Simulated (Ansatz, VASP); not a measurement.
Two plane-wave programs on P3C

```
CELL_PARAMETERS angstrom
5.76572 0.00000 0.00000
-2.88286 4.99326 0.00000
0.00000 0.00000 4.65247
ATOMIC_POSITIONS crystal
P 0.16716 0.33431 0.25000
P 0.66569 0.83284 0.25000
P 0.16716 0.83284 0.25000
P 0.83284 0.66569 0.75000
P 0.33431 0.16716 0.75000
P 0.83284 0.16716 0.75000
C 0.33333 0.66667 0.75000
C 0.66667 0.33333 0.25000
```

Change from the starting cell: species swapped into the ScAu3 type (P6_3/mmc, No. 194).

Alike in both runs: task relaxation of cell and atoms; functional PBE; k mesh 3 × 3 × 4; occupations gaussian, width 0.1 eV; no spin polarisation.

|  | VASP | Ansatz |
| --- | --- | --- |
| version | VASP 6.6.1 | Ansatz 0.2.0 |
| potentials or method | VASP PAW PBE potentials, release 64 (P, C), cutoff 600 eV | scalar-relativistic, plane waves, PAW |
| valence electrons in the cell | 38 | 38 |

VASP gave:

```
gap on the k mesh at the Fermi level, each at its own relaxed structure (eV) : none
relaxed volume (Å³/atom)                                                     : 24.27
relaxed cell length with the largest relative difference (Å)                 : 7.886
```

Task: Estimate Ansatz's values.

Result: gap on the k mesh at the Fermi level, each at its own relaxed structure (eV): none; relaxed volume (Å³/atom): 27.26; relaxed cell length with the largest relative difference (Å): 8.353.

A gap of «none» marks a metal or a gap that the smearing closes. One of these differences is far larger than is usual between the two programs; its cause wasn't traced.

The k mesh is coarse, so the values compare programs but aren't converged. Noted on VASP's run: the volume moved by over 15 % at a fixed basis, so the end points are rough.
